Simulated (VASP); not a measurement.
# Na (P6_3/mmc) in VASP: notebook

Runs on Na. Level: PBEsol. Tasks: relaxation of cell and atoms.

Program: VASP 6.6.1. These are calculated values, not measurements. Logs are shortened: lines on timing, memory, paths and dates and some standing lists are left out, and cuts for length are marked.

## (1) The cell of the first run

It takes space group P6_3/mmc (No. 194, hexagonal). The conventional cell has a = 3.700 Å, b = 3.700 Å, c = 12.537 Å, α = 90.00°, β = 90.00°, γ = 120.00°. Within 4.9 Å of Na (site symmetry -6m2) lie 12 Na at 3.70 to 3.79 Å. Within 4.9 Å of Na (site symmetry -3m) lie 12 Na at 3.70 to 3.79 Å.

This isn't the form of Na at room conditions, which is bcc.

## (2) Relaxation of cell and atoms, PBEsol, target pressure 10 GPa, at which the enthalpy is minimised

File INCAR:

```
SYSTEM = Na
  PREC = Accurate
  ENCUT = 600
  EDIFF = 1E-6
  ISMEAR = -1
  SIGMA = 0.05
  LREAL = .False.
  LASPH = .True.
  NELM = 80
  ALGO = Normal
  ISIF = 3
  LWAVE = .False.
  LCHARG = .False.
  GGA = PS
  IBRION = 2
  NSW = 80
  EDIFFG = -0.005
  PSTRESS = 100.0
```

File KPOINTS:

```
regular mesh
0
Gamma
  8 8 3
  0 0 0
```

File POSCAR:

```
Na
1.0
    3.7003831212      0.0000000000      0.0000000000
   -1.8501915606      3.2046257867      0.0000000000
    0.0000000000      0.0000000000     12.5373215400
Na
4
Direct
    0.6666666667      0.3333333333      0.7500000000
    0.0000000000      0.0000000000      0.5000000000
    0.3333333333      0.6666666667      0.2500000000
    0.0000000000      0.0000000000      0.0000000000
```

Potentials or basis: VASP PAW PBE potentials, release 64 (Na_pv).

Started as:

```
$ cat potpaw_PBE.64/Na_pv/POTCAR > POTCAR
$ mpirun -np 1 vasp_std > vasp.out
```

OUTCAR:

```text
SYSTEM = Na
   PREC = Accurate
   ENCUT = 600
   EDIFF = 1E-6
   ISMEAR = -1
   LREAL = .False.
   LASPH = .True.
   NELM = 80
   ISIF = 3
   GGA = PS
   IBRION = 2
   NSW = 80
   EDIFFG = -0.005
   PSTRESS = 100.0

 ion  position               nearest neighbor table
   1  0.667  0.333  0.750-
   2  0.000  0.000  0.500-
   3  0.333  0.667  0.250-
   4  0.000  0.000  0.000-

  LATTYP: Found a hexagonal cell.
 ALAT       =     3.7003831212
 C/A-ratio  =     3.3881144545

  Lattice vectors:

 A1 = (   3.7003831212,   0.0000000000,   0.0000000000)
 A2 = (  -1.8501915606,   3.2046257867,   0.0000000000)
 A3 = (   0.0000000000,   0.0000000000,  12.5373215400)

Analysis of symmetry for initial positions (statically):
=====================================================================
 Subroutine PRICEL returns:
 Original cell was already a primitive cell.

 Routine SETGRP: Setting up the symmetry group for a
 hexagonal supercell.

 Subroutine GETGRP returns: Found 24 space group operations
 (whereof 12 operations were pure point group operations)
 out of a pool of 24 trial point group operations.

The static configuration has the point symmetry D_3d.
 The point group associated with its full space group is D_6h.

Analysis of symmetry for dynamics (positions and initial velocities):
=====================================================================
 Subroutine PRICEL returns:
 Original cell was already a primitive cell.

 Routine SETGRP: Setting up the symmetry group for a
 hexagonal supercell.

 Subroutine GETGRP returns: Found 24 space group operations
 (whereof 12 operations were pure point group operations)
 out of a pool of 24 trial point group operations.

The dynamic configuration has the point symmetry D_3d.
 The point group associated with its full space group is D_6h.

 Subroutine INISYM returns: Found 24 space group operations
 (whereof 12 operations are pure point group operations),
 and found     1 'primitive' translations

----------------------------------------------------------------------------------------

                                     Primitive cell

  volume of cell :     148.6719

  direct lattice vectors                    reciprocal lattice vectors
     3.700383121  0.000000000  0.000000000     0.270242288  0.156024458  0.000000000
    -1.850191561  3.204625787  0.000000000     0.000000000  0.312048915  0.000000000
[... 68 lines left out ...]
   total plane-waves  NPLWV =  90000
   dimension x,y,z NGX =    30 NGY =   30 NGZ =  100
   dimension x,y,z NGXF=    60 NGYF=   60 NGZF=  200
   ions per type =               4
   NGX,Y,Z   is equivalent  to a cutoff of  13.48, 13.48, 13.26 a.u.
   NGXF,Y,Z  is equivalent  to a cutoff of  26.96, 26.96, 26.52 a.u.
 SYSTEM =  Na
   PREC   = accura    normal or accurate (medium, high low for compatibility)
   ISTART =      0    job   : 0-new  1-cont  2-samecut
   ICHARG =      2    charge: 1-file 2-atom 10-const
   ISPIN  =      1    spin polarized calculation?
   LNONCOLLINEAR =      F non collinear calculations
   LSORBIT =      F    spin-orbit coupling
   LASPH  =      T    aspherical Exc in radial PAW
   ENCUT  =  600.0 eV  44.10 Ry    6.64 a.u.   7.39  7.39 25.04*2*pi/ulx,y,z
   NELM   =     80;   NELMIN=  2; NELMDL= -5     # of ELM steps
   EDIFF  = 0.1E-05   stopping-criterion for ELM
   LREAL  =      F    real-space projection
   EDIFFG = -.5E-02   stopping-criterion for IOM
   NSW    =     80    number of steps for IOM
   IBRION =      2    ionic relax: 0-MD 1-quasi-New 2-CG
   NFREE  =      1    steps in history (QN), initial steepest desc. (CG)
   ISIF   =      3    stress and relaxation
   ISYM   =      2    0-nonsym 1-usesym 2-fastsym
   POTIM  = 0.5000    time-step for ionic-motion
   TEBEG  =    0.0;   TEEND  =   0.0 temperature during run
   PSTRESS=  100.0 pullay stress
   NELECT =      28.0000    total number of electrons
   NUPDOWN=      -1.0000    fix difference up-down
   EMIN   =  10.00;   EMAX   =-10.00  energy-range for DOS
   EFERMI =   0.00;   METHOD = LEGACY
   ISMEAR =    -1;   SIGMA  =   0.05  broadening in eV -4-tet -1-fermi 0-gaus
   EFERMI_NEDOS =   21; number of points for ismear=-14 and -15
   IALGO  =     38    algorithm
   IMIX   =      4    mixing-type and parameters
     AMIX     =   0.40;   BMIX     =  1.00
     AMIX_MAG =   1.60;   BMIX_MAG =  1.00
  volume/ion in A,a.u.               =      37.17       250.82
  Fermi-wavevector in a.u.,A,eV,Ry     =   0.938393  1.773305 11.981028  0.880581
  Thomas-Fermi vector in A             =   2.065600
   LORBIT       =      0    0 simple, 1 ext, 2 COOP (PROOUT), +10 PAW based schemes
   GGA     = PS    functional components
   LHFCALC =     F    Hartree Fock is set to
   AEXX    =    0.0000 exact exchange contribution
   IVDW    =     0    specifies the selected vdW correction
   LEPSILON=     F    determine dielectric tensor
   LRPA    =     F    only Hartree local field effects (RPA)
 conjugate gradient relaxation of ions
 non-spin polarized calculation
  energy-cutoff  :      600.00
  volume of cell :      148.67
 maximum number of plane-waves:      5024
 NGX is ok and might be reduce to    30
   NGX = 15   NGY = 15   NGZ = 51

--------------------------------------- Ionic step        1  -------------------------------------------

 number of electron      27.9999992 magnetization

 Free energy of the ion-electron system (eV)
  ---------------------------------------------------
  ext. energy  EPLUGINS =         0.00000000
  ---------------------------------------------------
  free energy    TOTEN  =        -5.58534395 eV

  energy without entropy =       -5.56719662  energy(sigma->0) =       -5.57627028

------------------------ aborting loop because EDIFF is reached ----------------------------------------

  FORCE on cell =-STRESS in cart. coord.  units (eV):
  Direction    XX          YY          ZZ          XY          YZ          ZX
  --------------------------------------------------------------------------------------
  -------------------------------------------------------------------------------------
  Total        0.1583130      0.1583130     -0.7323593      0.0000000     -0.0000000      0.0000000
  in kB        1.7060763      1.7060763     -7.8923439      0.0000000     -0.0000000      0.0000000
  external PRESSURE =    -101.4933971 kB  Pullay stress =     100.0000000 kB
[... 307 lines left out ...]
--------------------------------------- Ionic step        9  -------------------------------------------

 number of electron      28.0000025 magnetization

 Free energy of the ion-electron system (eV)
  ---------------------------------------------------
  ext. energy  EPLUGINS =         0.00000000
  ---------------------------------------------------
  free energy    TOTEN  =        -4.41306218 eV

  energy without entropy =       -4.40239907  energy(sigma->0) =       -4.40773062

 E-fermi :   2.3268     XC(G=0):  -8.0711

 val. band max:        2.1023665024   @ k =   0.2500   0.2500   0.3333
 cond. band min:       2.3838615995   @ k =   0.3750   0.1250   0.3333
 fundamental gap:      0.2814950971
 Fermi energy:         2.3268076676

 k-point     1 :       0.0000    0.0000    0.0000
  band No.  band energies     occupation
      1     -22.5239      2.00000
      2     -22.4206      2.00000
      3     -22.4201      2.00000
      4     -22.3421      2.00000
      5     -22.3421      2.00000
      6     -22.3285      2.00000
[... 444 lines left out ...]
  energy  without entropy=       -4.4023990675  energy(sigma->0) =       -4.40773062

  enthalpy is  TOTEN    =         1.0859442868 eV   P V=        5.4990064657

 reached required accuracy - stopping structural energy minimisation
```

Run time: 2.4 min. Hardware: 1 thread of AMD EPYC 9R45 (Zen 5), shared host; peak memory 0.26 GiB.

Results:

| Item | Value |
| --- | --- |
| Free energy | -4.4131 eV |
| Relaxed volume | 22.03 Å³/atom |
| Relaxed cell | a = 3.168 Å, b = 3.168 Å, c = 10.134 Å, α = 90.00°, β = 90.00°, γ = 120.00° |
| Space group after relaxing (to 0.1 Å) | P6_3/mmc (No. 194) |
| Energy change on relaxing (the run minimises the enthalpy) | +293.1 meV/atom |
| Ionic steps | 9 |
| Pressure after relaxing | 10.0 GPa |
| Band gap on the k mesh | zero (bands 14 and 15 overlap by 4.37 eV) |

The path:
```csv
step,energy change (eV),largest force (eV/Å),pressure (GPa),volume (Å³)
1,0.0000,0.0000,-0.15,148.67
2,0.4899,0.0000,4.98,103.54
3,1.0124,0.0000,8.79,91.05
4,1.2038,0.0000,10.14,87.79
5,1.1412,0.0000,9.64,88.81
6,1.1364,0.0000,9.70,88.78
7,1.1359,0.0000,9.72,88.70
8,1.1851,0.0000,10.12,87.90
9,1.1723,0.0000,9.98,88.10
```

Final structure:
```
CELL_PARAMETERS angstrom
3.16843 0.00000 0.00000
-1.58421 2.74394 0.00000
0.00000 0.00000 10.13391
ATOMIC_POSITIONS crystal
Na 0.66667 0.33333 0.75000
Na 0.00000 0.00000 0.50000
Na 0.33333 0.66667 0.25000
Na 0.00000 0.00000 0.00000
```

Levels at points of the mesh, in eV from the Fermi level:
```tsv
k point	band 12	band 13	band 14	band 15	band 16	band 17
(0.00, 0.00, 0.00)	-24.64	-4.60	-3.07	-3.07	0.77	1.65
(0.50, 0.00, 0.00)	-24.66	0.21	0.40	1.31	1.60	1.96
```

Caveat: the cell is relaxed towards a set pressure, so the run minimises the enthalpy, not the energy; the volume moved by over 15 % at a fixed basis, so the end points are rough; the PAW data sets were made with another functional, which shifts forces and pressure a little.

## (3) Relaxation of cell and atoms, PBEsol, target pressure 20 GPa, at which the enthalpy is minimised

File INCAR:

```
ALGO     = Normal         # electronic algorithm
EDIFF    = 1E-6           # SCF threshold, eV
EDIFFG   = -0.005         # ionic threshold
ENCUT    = 600            # plane-wave cutoff, eV
GGA      = PS             # functional
IBRION   = 2              # ionic algorithm
ISIF     = 3              # what is computed and relaxed
ISMEAR   = -1             # smearing method
LASPH    = T              # aspherical terms in the spheres
LCHARG   = F              # write CHGCAR
LREAL    = F              # projectors in reciprocal space
LWAVE    = F              # write WAVECAR
NELM     = 60             # most SCF steps
NSW      = 80             # ionic steps
PREC     = Accurate       # precision mode
PSTRESS  = 200.0        
SIGMA    = 0.05           # smearing width, eV
```

File KPOINTS:

```
k-points
0
Gamma
  8 8 3
```

POSCAR is that of step 2.

Potentials or basis: VASP PAW PBE potentials, release 64 (Na_pv).

Started as:

```
$ cat potpaw_PBE.64/Na_pv/POTCAR > POTCAR
$ mpirun -np 1 vasp_std > vasp.out
```

Wall time 2.9 min (1 thread of AMD EPYC 9R45 (Zen 5), shared host); peak memory 0.27 GiB.

It converged, with:

| Item | Value |
| --- | --- |
| Free energy | -3.0160 eV |
| Relaxed volume | 18.14 Å³/atom |
| Relaxed cell | a = 2.970 Å, b = 2.970 Å, c = 9.494 Å, α = 90.00°, β = 90.00°, γ = 120.00° |
| Space group after relaxing (to 0.1 Å) | P6_3/mmc (No. 194) |
| Energy change on relaxing (the run minimises the enthalpy) | +642.3 meV/atom |
| Ionic steps | 11 |
| Pressure after relaxing | 20.0 GPa |
| Band gap on the k mesh | zero (bands 14 and 15 overlap by 4.84 eV) |

The path:
| step | energy change (eV) | largest force (eV/Å) | pressure (GPa) | volume (Å³) |
| --- | --- | --- | --- | --- |
| 1 | 0.0000 | 0.0000 | -0.15 | 148.67 |
| 2 | 3.0583 | 0.0000 | 23.57 | 69.07 |
| 3 | 2.6220 | 0.0000 | 20.31 | 72.27 |
| 4 | 2.4762 | 0.0000 | 19.28 | 73.45 |
| 5 | 2.4708 | 0.0000 | 19.23 | 73.42 |
| 6 | 2.4734 | 0.0000 | 19.29 | 73.33 |
| 7 | 2.4750 | 0.0000 | 19.31 | 73.31 |
| 8 | 2.6243 | 0.0000 | 20.42 | 72.11 |
| 9 | 2.5669 | 0.0000 | 19.96 | 72.56 |
| 10 | 2.5716 | 0.0000 | 20.04 | 72.53 |
| 11 | 2.5693 | 0.0000 | 20.01 | 72.55 |

Final structure:
```xyz
4
Lattice="2.9704 0.0000 0.0000 -1.4852 2.5725 0.0000 0.0000 0.0000 9.4938" Properties=species:S:1:pos:R:3 pbc="T T T"
Na    1.4852    0.8575    7.1204
Na   -1.4852    2.5725    4.7469
Na    0.0000    1.7150    2.3735
Na    0.0000    0.0000    0.0000
```

Levels at points of the mesh, in eV from the Fermi level:
| k point | band 11 | band 12 | band 13 | band 14 | band 15 | band 16 | band 17 | band 18 |
| --- | --- | --- | --- | --- | --- | --- | --- | --- |
| (0.00, 0.00, 0.00) | -24.78 | -24.78 | -5.21 | -3.45 | -3.45 | 0.86 | 1.86 | 8.53 |
| (0.50, 0.00, 0.00) | -24.84 | -24.82 | 0.20 | 0.45 | 1.44 | 1.84 | 2.12 | 2.37 |

Caveat: the cell is relaxed towards a set pressure, so the run minimises the enthalpy, not the energy; the volume moved by over 15 % at a fixed basis, so the end points are rough; the PAW data sets were made with another functional, which shifts forces and pressure a little.
